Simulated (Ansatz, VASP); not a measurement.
# Ge in VASP and in Ansatz

Contents of POSCAR:

```
Ge
1.0
    1.4880529250     -2.5946896100      0.0000000000
    1.4880529250      2.5946896100      0.0000000000
    0.0000000000      0.0000000000      4.7275957900
Ge
2
Direct
    0.3334466300      0.6665533700      0.2500000000
    0.6665533700      0.3334466300      0.7500000000
```

INCAR.step1

```
PREC     = Accurate       # precision mode
ENCUT    = 520            # plane-wave cutoff, eV
EDIFF    = 1E-5           # SCF threshold, eV
ISMEAR   = -1             # smearing method
SIGMA    = 0.05           # smearing width, eV
LREAL    = F              # projectors in reciprocal space
LASPH    = T              # aspherical terms in the spheres
NELM     = 100            # most SCF steps
ALGO     = Normal         # electronic algorithm
ISIF     = 2              # what is computed and relaxed
LWAVE    = T              # write WAVECAR
LCHARG   = F              # write CHGCAR
GGA      = PE             # functional
NBANDS   = 21             # bands
```

Contents of INCAR.step2:

```
PREC     = Accurate       # precision mode
ENCUT    = 520            # plane-wave cutoff, eV
EDIFF    = 1E-6           # SCF threshold, eV
ISMEAR   = -1             # smearing method
SIGMA    = 0.05           # smearing width, eV
LREAL    = F              # projectors in reciprocal space
LASPH    = T              # aspherical terms in the spheres
NELM     = 100            # most SCF steps
ALGO     = Normal         # electronic algorithm
ISIF     = 2              # what is computed and relaxed
LWAVE    = F              # write WAVECAR
LCHARG   = F              # write CHGCAR
GGA      = PE             # functional
LHFCALC  = T              # exact exchange
AEXX     = 0.25           # exact-exchange fraction
HFSCREEN = 0.15           # screening, 1/A
PRECFOCK = Normal       
ISTART   = 1            
NBANDS   = 21             # bands
```

File KPOINTS:

```
regular mesh
0
Gamma
  5 5 3
```

File input.yaml:

```yaml
crystal:
  lattice:
    - [1.488052925, -2.59468961, 0.0]
    - [1.488052925, 2.59468961, 0.0]
    - [0.0, 0.0, 4.72759579]
  atoms:
    - { symbol: Ge, position: [0.33344663, 0.66655337, 0.25] }
    - { symbol: Ge, position: [0.66655337, 0.33344663, 0.75] }
hamiltonian:
  xc:
    exchange: pbe
    correlation: pbe
    exx: { coeff: 0.25, omega: 0.15 }
  pseudopotentials: { kind: paw }
kpoints:
  mp_grid: { grid: [5, 5, 3] }
scf:
  occupations: { method: fermi_dirac, width: 0.05 }
output:
  forces: true
  stress: true
  eigenvalues: true
  write_density: true
  write_potential: true
  elf: true
  volumetric_format: npy
```

Alike in both runs: task single point; functional PBE-based screened hybrid with a share of 0.25 of exact exchange and HFSCREEN = 0.15; k mesh 5 × 5 × 3; occupations fermi-dirac, width 0.05 eV; no spin polarisation.

|  | VASP | Ansatz |
| --- | --- | --- |
| version | VASP 6.6.1 | Ansatz 0.2.0 |
| potentials or method | VASP PAW PBE potentials, release 64 (Ge_d) | Ansatz PAW |
| plane-wave cutoff (eV) | 520 | 420 |
| valence electrons in the cell | 28 | 28 |

|  | VASP | Ansatz | Ansatz less VASP |
| --- | --- | --- | --- |
| gap on the k mesh at the Fermi level (eV) | none | none | - |
| pressure (GPa) | 2.5 | 2.4 | -0.06 |
| traceless stress, the component that is largest in VASP (GPa) | 6.68 | 6.63 | -0.049 |
| rms of the force components (eV/Å) | 0.012 | 0.009 | -0.0038 |

VASP's potentials were made for PBE, not for PBE-based screened hybrid. Atom by atom the forces differ by 0.004 eV/Å (rms over components). A gap of «none» marks a metal or a gap that the smearing closes.

The k mesh is coarse, so the values compare programs but aren't converged.
